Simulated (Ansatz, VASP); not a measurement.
# Two plane-wave programs on CdS

Contents of INCAR:

```
PREC = Accurate
ENCUT = 520
EDIFF = 1E-7
ISMEAR = 0
SIGMA = 0.05
LREAL = False
LASPH = True
NELM = 60
ALGO = Normal
ISIF = 2
LWAVE = False
LCHARG = False
GGA = PE
NBANDS = 26
```

KPOINTS

```
Automatic mesh
0
Gamma
  12 12 4
```

POSCAR

```
CdS
1.0
    4.1347992034      0.0000000000      0.0000000000
   -2.0673996017      3.5808411497      0.0000000000
    0.0000000000      0.0000000000      6.7490000000
Cd S
2 2
Direct
    0.3333333333      0.6666666667      0.0000000000
    0.6666666667      0.3333333333      0.5000000000
    0.3333333333      0.6666666667      0.3998170099
    0.6666666667      0.3333333333      0.8850000000
```

Input for Ansatz:

```yaml
crystal:
  lattice:
    - [4.1347992034, 0.0, 0.0]
    - [-2.0673996017, 3.5808411497, 0.0]
    - [0.0, 0.0, 6.749]
  atoms:
    - { symbol: Cd, position: [0.3333333333, 0.6666666667, 0.0] }
    - { symbol: Cd, position: [0.6666666667, 0.3333333333, 0.5] }
    - { symbol: S, position: [0.3333333333, 0.6666666667, 0.3998170099] }
    - { symbol: S, position: [0.6666666667, 0.3333333333, 0.885] }
basis:
  ecutwfc: 420
kpoints:
  mp_grid: { grid: [12, 12, 4] }
hamiltonian:
  xc: pbe
scf:
  occupations: { method: gaussian, width: 0.05 }
output:
  forces: true
  stress: true
  eigenvalues: true
```

Alike in both runs: task single point; functional PBE; k mesh 12 × 12 × 4; occupations gaussian, width 0.05 eV; no spin polarisation.

```csv
,VASP,Ansatz
version,VASP 6.6.1,Ansatz 0.2.0
potentials or method,"VASP PAW PBE potentials, release 64 (Cd, S), cutoff 520 eV","scalar-relativistic, plane waves, PAW"
valence electrons in the cell,36,52
```

Ansatz gave:

```
gap on the k mesh at the Fermi level (eV)                     : 1.24
least direct gap on the mesh (eV)                             : 1.24
pressure (GPa)                                                : 2.8
traceless stress, the component that is largest in VASP (GPa) : -2.37
rms of the force components (eV/Å)                            : 0.278
```

Problem. What did VASP give for the same quantities?

Solution. gap on the k mesh at the Fermi level (eV): 1.24; least direct gap on the mesh (eV): 1.24; pressure (GPa): 3.1; traceless stress, the component that is largest in VASP (GPa): -2.46; rms of the force components (eV/Å): 0.285.

Atom by atom the forces differ by 0.008 eV/Å (rms over components). VASP's potentials hold 36 valence electrons a cell and Ansatz's 52, so a difference there can come from the potentials and not from the codes.
